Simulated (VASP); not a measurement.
# TlH4 (Fd-3m) in VASP: notebook

The runs below take TlH4 through single point, relaxation of cell and atoms, with PBE.

All numbers are computed with VASP 6.6.1; they aren't measurements. Logs are shortened: lines on timing, memory, paths and dates and some standing lists are left out, and cuts for length are marked.

## (1) The cell of the first run

The structure is cubic, space group Fd-3m (No. 227). The conventional cell has a = 7.695 Å, b = 7.695 Å, c = 7.695 Å, α = 90.00°, β = 90.00°, γ = 90.00°. Tl (site symmetry -43m) has 4 H at 1.85 Å within 2.5 Å. H (site symmetry 3m) has 1 Tl at 1.85 Å and 3 H at 2.42 Å within 2.5 Å.

The cell was built from a structure type or drawn by symmetry, and may not be a known phase.

## (2) Single point, PBE

Contents of INCAR:

```
SYSTEM = TlH4
ALGO = Normal
EDIFF = 1E-6
ENCUT = 520
GGA = PE
ISIF = 2
ISMEAR = 0
LASPH = .TRUE.
LCHARG = .FALSE.
LREAL = .FALSE.
LWAVE = .FALSE.
NBANDS = 28
NELM = 80
PREC = Accurate
SIGMA = 0.1
```

Contents of KPOINTS:

```
k-points
0
G
  4 4 4
  0 0 0
```

Contents of POSCAR:

```
TlH4
1.0
    0.0000000000      3.8474904799      3.8474904799
    3.8474904799      0.0000000000      3.8474904799
    3.8474904799      3.8474904799      0.0000000000
Tl H
2 8
Direct
    0.5000000000      0.5000000000      0.5000000000
    0.7500000000      0.7500000000      0.7500000000
    0.8889074041      0.8889074041      0.8889074041
    0.8889074041      0.8889074041      0.3332777877
    0.8889074041      0.3332777877      0.8889074041
    0.3332777877      0.8889074041      0.8889074041
    0.3610925959      0.3610925959      0.9167222123
    0.3610925959      0.3610925959      0.3610925959
    0.3610925959      0.9167222123      0.3610925959
    0.9167222123      0.3610925959      0.3610925959
```

Potentials or basis: VASP PAW PBE potentials, release 64 (Tl_d, H).

Command:

```
$ cat potpaw_PBE.64/Tl_d/POTCAR potpaw_PBE.64/H/POTCAR > POTCAR
$ mpirun -np 1 vasp_std > vasp.out
```

OUTCAR:

```text
SYSTEM = TlH4
   EDIFF = 1E-6
   ENCUT = 520
   GGA = PE
   ISIF = 2
   ISMEAR = 0
   LASPH = .TRUE.
   LREAL = .FALSE.
   NELM = 80
   PREC = Accurate

 ion  position               nearest neighbor table
   1  0.500  0.500  0.500-   7 1.85   9 1.85  10 1.85   8 1.85   2 3.33   2 3.33   2 3.33   2 3.33

   2  0.750  0.750  0.750-   4 1.85   5 1.85   6 1.85   3 1.85   1 3.33   1 3.33   1 3.33   1 3.33

   3  0.889  0.889  0.889-   2 1.85
   4  0.889  0.889  0.333-   2 1.85
   5  0.889  0.333  0.889-   2 1.85
   6  0.333  0.889  0.889-   2 1.85
   7  0.361  0.361  0.917-   1 1.85
   8  0.361  0.361  0.361-   1 1.85
   9  0.361  0.917  0.361-   1 1.85
  10  0.917  0.361  0.361-   1 1.85

  LATTYP: Found a face centered cubic cell.
 ALAT       =     7.6949809598

  Lattice vectors:

 A1 = (   0.0000000000,   3.8474904799,   3.8474904799)
 A2 = (   3.8474904799,   0.0000000000,   3.8474904799)
 A3 = (   3.8474904799,   3.8474904799,   0.0000000000)

Analysis of symmetry for initial positions (statically):
=====================================================================
 Subroutine PRICEL returns:
 Original cell was already a primitive cell.

 Routine SETGRP: Setting up the symmetry group for a
 face centered cubic supercell.

 Subroutine GETGRP returns: Found 48 space group operations
 (whereof 24 operations were pure point group operations)
 out of a pool of 48 trial point group operations.

The static configuration has the point symmetry T_d .
 The point group associated with its full space group is O_h .

Analysis of symmetry for dynamics (positions and initial velocities):
=====================================================================
 Subroutine PRICEL returns:
 Original cell was already a primitive cell.

 Routine SETGRP: Setting up the symmetry group for a
 face centered cubic supercell.

 Subroutine GETGRP returns: Found 48 space group operations
 (whereof 24 operations were pure point group operations)
 out of a pool of 48 trial point group operations.

The dynamic configuration has the point symmetry T_d .
 The point group associated with its full space group is O_h .

 Subroutine INISYM returns: Found 48 space group operations
 (whereof 24 operations are pure point group operations),
 and found     1 'primitive' translations

[... 99 lines left out ...]
   ISIF   =      2    stress and relaxation
   ISYM   =      2    0-nonsym 1-usesym 2-fastsym
   POTIM  = 0.5000    time-step for ionic-motion
   TEBEG  =    0.0;   TEEND  =   0.0 temperature during run
   PSTRESS=    0.0 pullay stress
   NELECT =      34.0000    total number of electrons
   NUPDOWN=      -1.0000    fix difference up-down
   EMIN   =  10.00;   EMAX   =-10.00  energy-range for DOS
   EFERMI =   0.00;   METHOD = LEGACY
   ISMEAR =     0;   SIGMA  =   0.10  broadening in eV -4-tet -1-fermi 0-gaus
   EFERMI_NEDOS =   21; number of points for ismear=-14 and -15
   IALGO  =     38    algorithm
   IMIX   =      4    mixing-type and parameters
     AMIX     =   0.40;   BMIX     =  1.00
     AMIX_MAG =   1.60;   BMIX_MAG =  1.00
  volume/ion in A,a.u.               =      11.39        76.87
  Fermi-wavevector in a.u.,A,eV,Ry     =   1.094075  2.067501 16.286162  1.196999
  Thomas-Fermi vector in A             =   2.230372
   LORBIT       =      0    0 simple, 1 ext, 2 COOP (PROOUT), +10 PAW based schemes
   GGA     = PE    functional components
   LHFCALC =     F    Hartree Fock is set to
   AEXX    =    0.0000 exact exchange contribution
   IVDW    =     0    specifies the selected vdW correction
   LEPSILON=     F    determine dielectric tensor
   LRPA    =     F    only Hartree local field effects (RPA)
 non-spin polarized calculation
 Gauss-broadening in eV      SIGMA  =   0.10
  energy-cutoff  :      520.00
  volume of cell :      113.91
 maximum number of plane-waves:      3119
   NGX = 21   NGY = 21   NGZ = 21

 number of electron      33.9999991 magnetization

 Free energy of the ion-electron system (eV)
  ---------------------------------------------------
  ext. energy  EPLUGINS =         0.00000000
  ---------------------------------------------------
  free energy    TOTEN  =       -21.98843425 eV

  energy without entropy =      -21.96674822  energy(sigma->0) =      -21.97759124

 E-fermi :   0.6970     XC(G=0):  -8.7500

 val. band max:        0.6807836954   @ k =   0.5000   0.2500   0.0000
 cond. band min:       0.9930765854   @ k =  -0.2500   0.2500   0.0000
 fundamental gap:      0.3122928900
 Fermi energy:         0.6970071748

 k-point     1 :       0.0000    0.0000    0.0000
  band No.  band energies     occupation
      1      -9.9684      2.00000
      2      -9.9684      2.00000
      3      -9.9684      2.00000
      4      -9.7648      2.00000
      5      -9.7648      2.00000
      6      -9.7648      2.00000
[... 237 lines left out ...]
     27      10.4618      0.00000
     28      10.4618      0.00000

------------------------ aborting loop because EDIFF is reached ----------------------------------------

  FORCE on cell =-STRESS in cart. coord.  units (eV):
  Direction    XX          YY          ZZ          XY          YZ          ZX
  --------------------------------------------------------------------------------------
  -------------------------------------------------------------------------------------
  Total       -0.0793264     -0.0793264     -0.0793264     -0.0000000      0.0000000      0.0000000
  in kB       -1.1157471     -1.1157471     -1.1157471     -0.0000000      0.0000000      0.0000000
  external PRESSURE =      -1.1157471 kB  Pullay stress =       0.0000000 kB

 VOLUME and BASIS-vectors are now :
 -----------------------------------------------------------------------------
  energy-cutoff  :      520.00
  volume of cell :      113.91
      direct lattice vectors                 reciprocal lattice vectors
     0.000000000  3.847490480  3.847490480    -0.129954837  0.129954837  0.129954837
     3.847490480  0.000000000  3.847490480     0.129954837 -0.129954837  0.129954837
     3.847490480  3.847490480  0.000000000     0.129954837  0.129954837 -0.129954837

 POSITION                                       TOTAL-FORCE (eV/Angst)
 -----------------------------------------------------------------------------------
      3.84749      3.84749      3.84749        -0.000000     -0.000000     -0.000000
      5.77124      5.77124      5.77124        -0.000000     -0.000000     -0.000000
      6.84013      6.84013      6.84013        -0.017846     -0.017846     -0.017846
      4.70235      4.70235      6.84013         0.017846      0.017846     -0.017846
      4.70235      6.84013      4.70235         0.017846     -0.017846      0.017846
      6.84013      4.70235      4.70235        -0.017846      0.017846      0.017846
      4.91638      4.91638      2.77860        -0.017846     -0.017846      0.017846
      2.77860      2.77860      2.77860         0.017846      0.017846      0.017846
      4.91638      2.77860      4.91638        -0.017846      0.017846     -0.017846
      2.77860      4.91638      4.91638         0.017846     -0.017846     -0.017846
 -----------------------------------------------------------------------------------
    total drift:                               -0.000000     -0.000000      0.000000

  FREE ENERGIE OF THE ION-ELECTRON SYSTEM (eV)
  ---------------------------------------------------
  free  energy   TOTEN  =       -21.9884342537 eV

  energy  without entropy=      -21.9667482191  energy(sigma->0) =      -21.97759124
```

OSZICAR:

```text
N       E                     dE             d eps       ncg     rms          rms(c)
DAV:   1     0.142223481075E+03    0.14222E+03   -0.16227E+04   448   0.107E+03
DAV:   2    -0.185683204788E+02   -0.16079E+03   -0.15729E+03   524   0.241E+02
DAV:   3    -0.228476812514E+02   -0.42794E+01   -0.42523E+01   528   0.350E+01
DAV:   4    -0.228803674681E+02   -0.32686E-01   -0.32674E-01   520   0.313E+00
DAV:   5    -0.228809657867E+02   -0.59832E-03   -0.59831E-03   488   0.390E-01    0.123E+01
DAV:   6    -0.221010386136E+02    0.77993E+00   -0.76861E-01   472   0.755E+00    0.815E+00
DAV:   7    -0.219970335377E+02    0.10401E+00   -0.55283E-01   476   0.438E+00    0.261E+00
DAV:   8    -0.219885803950E+02    0.84531E-02   -0.99766E-02   472   0.212E+00    0.247E-01
DAV:   9    -0.219882826893E+02    0.29771E-03   -0.49988E-03   480   0.527E-01    0.959E-02
DAV:  10    -0.219884187105E+02   -0.13602E-03   -0.46613E-04   476   0.119E-01    0.440E-02
DAV:  11    -0.219884455870E+02   -0.26876E-04   -0.20276E-04   468   0.979E-02    0.398E-02
DAV:  12    -0.219884362543E+02    0.93327E-05   -0.23780E-05   492   0.342E-02    0.155E-02
DAV:  13    -0.219884344799E+02    0.17744E-05   -0.53813E-06   496   0.148E-02    0.332E-03
DAV:  14    -0.219884342537E+02    0.22617E-06   -0.70185E-07   292   0.547E-03
   1 F= -.21988434E+02 E0= -.21977591E+02  d E =-.216860E-01
```

Run time: 22 s. Hardware: 1 thread of Intel Xeon Platinum 8375C at 2.90GHz (Ice Lake), shared host; peak memory 0.24 GiB.

Results:

| Quantity | Value |
| --- | --- |
| Free energy | -21.9884 eV |
| Pressure | -0.1 GPa |
| Largest force | 0.031 eV/Å |
| Band gap on the k mesh | zero (bands 17 and 18 overlap by 1.29 eV) |

Forces on the atoms (eV/Å):
```
Tl   0.000  0.000  0.000
Tl   0.000  0.000  0.000
H   -0.018 -0.018 -0.018
H    0.018  0.018 -0.018
H    0.018 -0.018  0.018
H   -0.018  0.018  0.018
H   -0.018 -0.018  0.018
H    0.018  0.018  0.018
H   -0.018  0.018 -0.018
H    0.018 -0.018 -0.018
```

Caveat: spin-orbit coupling is left out, which moves the levels of the heavy elements.

## (3) Relaxation of cell and atoms, PBE

This run uses another cell than the first one, of 12.38 Å³/atom.

Contents of INCAR:

```
SYSTEM = TlH4
PREC = Accurate ; ENCUT = 600
EDIFF = 1E-6 ; ISMEAR = 0
SIGMA = 0.1 ; LREAL = .False.
LASPH = .True. ; NELM = 60
ALGO = Normal ; ISIF = 3
LWAVE = .False. ; LCHARG = .False.
GGA = PE ; IBRION = 2
NSW = 90 ; EDIFFG = -0.04
```

Contents of KPOINTS:

```
Automatic mesh
0
Gamma
  4 4 4
  0 0 0
```

Contents of POSCAR:

```
TlH4
1.0
    0.0000000000      3.9556804000      3.9556804000
    3.9556804000      0.0000000000      3.9556804000
    3.9556804000      3.9556804000      0.0000000000
Tl H
2 8
Direct
    0.5000000000      0.5000000000      0.5000000000
    0.7500000000      0.7500000000      0.7500000000
    0.8974584700      0.8974584700      0.8974584700
    0.8974584700      0.8974584700      0.3076246000
    0.8974584700      0.3076246000      0.8974584700
    0.3076246000      0.8974584700      0.8974584700
    0.3525415300      0.3525415300      0.9423754000
    0.3525415300      0.3525415300      0.3525415300
    0.3525415300      0.9423754000      0.3525415300
    0.9423754000      0.3525415300      0.3525415300
```

Potentials or basis: VASP PAW PBE potentials, release 64 (Tl_d, H).

Command:

```
$ cat potpaw_PBE.64/Tl_d/POTCAR potpaw_PBE.64/H/POTCAR > POTCAR
$ mpirun -np 1 vasp_std > vasp.out
```

Run time: 2.3 min. Hardware: 1 thread of Intel Xeon Platinum 8375C at 2.90GHz (Ice Lake), shared host; peak memory 0.33 GiB.

The run converged. Its results:

```yaml
Free_energy: -21.9828 eV
Relaxed_volume: 11.04 Å³/atom
Relaxed_cell: a = 5.385 Å, b = 5.385 Å, c = 5.385 Å, α = 60.00°, β = 60.00°, γ = 60.00°
Space_group_after_relaxing_to_0.1_Å: Fd-3m (No. 227)
Energy_gained_by_relaxing: 59.4 meV/atom
Ionic_steps: 7
Pressure_after_relaxing: 0.4 GPa
Largest_force_after_relaxing: 0.017 eV/Å
Band_gap_on_the_k_mesh: zero (bands 17 and 18 overlap by 1.33 eV)
```

Forces on the atoms (eV/Å):
```
Tl   0.000  0.000  0.000
Tl   0.000  0.000  0.000
H   -0.010 -0.010 -0.010
H    0.010  0.010 -0.010
H    0.010 -0.010  0.010
H   -0.010  0.010  0.010
H   -0.010 -0.010  0.010
H    0.010  0.010  0.010
H   -0.010  0.010 -0.010
H    0.010 -0.010 -0.010
```

Step by step:
| step | energy change (eV) | largest force (eV/Å) | pressure (GPa) | volume (Å³) |
| --- | --- | --- | --- | --- |
| 1 | 0.0000 | 0.6433 | -6.80 | 123.79 |
| 2 | -0.4377 | 0.3955 | -3.75 | 114.62 |
| 3 | -0.5754 | 0.0507 | 0.40 | 106.90 |
| 4 | -0.5755 | 0.0683 | 0.17 | 107.23 |
| 5 | -0.5777 | 0.0637 | 0.19 | 107.54 |
| 6 | -0.5839 | 0.0493 | 0.28 | 108.49 |
| 7 | -0.5936 | 0.0166 | 0.42 | 110.40 |

Final structure:
```cif
data_structure
_symmetry_space_group_name_H-M 'P 1'
_symmetry_Int_Tables_number 1
_cell_length_a 5.3847
_cell_length_b 5.3847
_cell_length_c 5.3847
_cell_angle_alpha 60.000
_cell_angle_beta 60.000
_cell_angle_gamma 60.000
_cell_volume 110.40
loop_
_atom_site_label
_atom_site_type_symbol
_atom_site_fract_x
_atom_site_fract_y
_atom_site_fract_z
_atom_site_occupancy
Tl1 Tl 0.50000 0.50000 0.50000 1
Tl2 Tl 0.75000 0.75000 0.75000 1
H1 H 0.89060 0.89060 0.89060 1
H2 H 0.89060 0.89060 0.32819 1
H3 H 0.89060 0.32819 0.89060 1
H4 H 0.32819 0.89060 0.89060 1
H5 H 0.35940 0.35940 0.92181 1
H6 H 0.35940 0.35940 0.35940 1
H7 H 0.35940 0.92181 0.35940 1
H8 H 0.92181 0.35940 0.35940 1
```

Levels at points of the mesh, in eV from the Fermi level:
| k point | band 13 | band 14 | band 15 | band 16 | band 17 | band 18 | band 19 | band 20 | band 21 | band 22 |
| --- | --- | --- | --- | --- | --- | --- | --- | --- | --- | --- |
| (0.00, 0.00, 0.00) | -0.97 | -0.97 | -0.97 | -0.46 | -0.46 | -0.46 | 1.20 | 3.44 | 4.22 | 4.22 |
| (0.50, 0.00, 0.00) | -2.77 | -1.55 | -1.55 | -0.87 | -0.38 | -0.38 | 4.27 | 4.40 | 6.27 | 6.27 |
| (0.50, 0.50, 0.00) | -2.59 | -2.59 | -2.41 | -2.41 | 0.88 | 0.88 | 5.51 | 5.51 | 7.27 | 7.27 |

Caveat: spin-orbit coupling is left out, which moves the levels of the heavy elements.
